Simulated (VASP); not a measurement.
Wanted: the native input for a VASP 6.6.1 run.

| Property | Result |
| --- | --- |
| Task | single point |
| Functional | PBE |
| Potentials or basis | VASP PAW PBE potentials, release 64 (Zn, S) |
| Cutoff | 520 eV |
| k mesh | 9 × 9 × 4 |
| Occupations | gaussian, width 0.05 eV |
| Spin | no spin polarisation |
| Dipole correction | no |
| Further INCAR settings | ALGO = Normal; EDIFF = 1e-06; NBANDS = 46 |

The structure of ZnS lies in POSCAR:

```
ZnS
1.0
    3.8120543364      0.0000000000      0.0000000000
   -1.9060271682      3.3013358959      0.0000000000
    0.0000000000      0.0000000000     12.4765672845
Zn S
4 4
Direct
    0.0000000000      0.0000000000      0.0000492057
    0.0000000000      0.0000000000      0.5000492057
    0.3333333333      0.6666666667      0.2500242903
    0.6666666667      0.3333333333      0.7500242903
    0.0000000000      0.0000000000      0.1872905901
    0.0000000000      0.0000000000      0.6872905901
    0.3333333333      0.6666666667      0.4376359138
    0.6666666667      0.3333333333      0.9376359138
```

The input as run:

INCAR

```
SYSTEM = ZnS
PREC     = Accurate       ! precision mode
ENCUT    = 520            ! plane-wave cutoff, eV
EDIFF    = 1E-6           ! SCF threshold, eV
ISMEAR   = 0              ! smearing method
SIGMA    = 0.05           ! smearing width, eV
LREAL    = .FALSE.        ! projectors in reciprocal space
LASPH    = .TRUE.         ! aspherical terms in the spheres
NELM     = 60             ! most SCF steps
ALGO     = Normal         ! electronic algorithm
ISIF     = 2              ! what is computed and relaxed
LWAVE    = .FALSE.        ! write WAVECAR
LCHARG   = .FALSE.        ! write CHGCAR
GGA      = PE             ! functional
NBANDS   = 46             ! bands
```

KPOINTS

```
regular mesh
0
G
  9 9 4
  0 0 0
```

Potentials or basis: VASP PAW PBE potentials, release 64 (Zn, S).

Launch:

```sh
$ cat potpaw_PBE.64/Zn/POTCAR potpaw_PBE.64/S/POTCAR > POTCAR
$ mpirun -np 1 vasp_std > vasp.out
```

Results of the run:

The pressure is 2.2 GPa and the largest force is 0.009 eV/Å. The band gap on the k mesh is 2.17 eV.

It took 2.9 min on 1 thread of Intel(R) Xeon(R) Platinum 8488C (Sapphire Rapids), on a shared host, peak memory 0.36 GiB.
